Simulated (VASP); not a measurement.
Set up this calculation in VASP 6.6.1, as the native input.

- Task: relaxation of cell and atoms
- Functional: PBE
- Potentials or basis: VASP PAW PBE potentials, release 64 (Sr_sv, Mg, P)
- Cutoff: 600 eV
- k mesh: 12 × 12 × 6
- Occupations: gaussian, width 0.1 eV
- Spin: no spin polarisation
- Dipole correction: no
- Further INCAR settings: ALGO = Normal; EDIFF = 1e-06; IBRION = 2; EDIFFG = -0.01; NSW = 100; ISIF = 3

The structure of SrMgP lies in POSCAR:

```
SrMgP
1.0
    4.4868245800      0.0000000000      0.0000000000
   -2.2434122900      3.8857040700      0.0000000000
    0.0000000000      0.0000000000      7.8409529300
Sr Mg P
2 2 2
Direct
    0.0000000000      0.0000000000      0.5000000000
    0.0000000000      0.0000000000      0.0000000000
    0.3333333300      0.6666666700      0.2500000000
    0.6666666700      0.3333333300      0.7500000000
    0.3333333300      0.6666666700      0.7500000000
    0.6666666700      0.3333333300      0.2500000000
```

The cell was generated, and may not be a known phase.

The input as run:

INCAR

```
  ALGO = Normal
  EDIFF = 1E-6
  EDIFFG = -0.01
  ENCUT = 600
  GGA = PE
  IBRION = 2
  ISIF = 3
  ISMEAR = 0
  LASPH = T
  LCHARG = F
  LREAL = F
  LWAVE = F
  NELM = 60
  NSW = 100
  PREC = Accurate
  SIGMA = 0.1
```

KPOINTS

```
k-points
0
Gamma
  12 12 6
```

Potentials or basis: VASP PAW PBE potentials, release 64 (Sr_sv, Mg, P).

Run with:

```bash
$ cat potpaw_PBE.64/Sr_sv/POTCAR potpaw_PBE.64/Mg/POTCAR potpaw_PBE.64/P/POTCAR > POTCAR
$ mpirun -np 1 vasp_std > vasp.out
```

Results of the run:

```
Relaxed volume                        : 25.71 Å³/atom
Relaxed cell                          : a = 4.336 Å, b = 4.336 Å, c = 9.475 Å, α = 90.00°, β = 90.00°, γ = 120.00°
Space group after relaxing (to 0.1 Å) : P6_3/mmc (No. 194)
Energy gained by relaxing             : 85.8 meV/atom
Ionic steps                           : 13
Pressure after relaxing               : 0.0 GPa
Band gap on the k mesh                : zero (bands 17 and 18 overlap by 1.07 eV)
```

Caveat: a cell axis changed by over 15 % at a fixed basis, so the end point is rough.

It took 63 min on 1 thread of Intel Xeon 8259CL (shared host), peak memory 0.51 GiB.
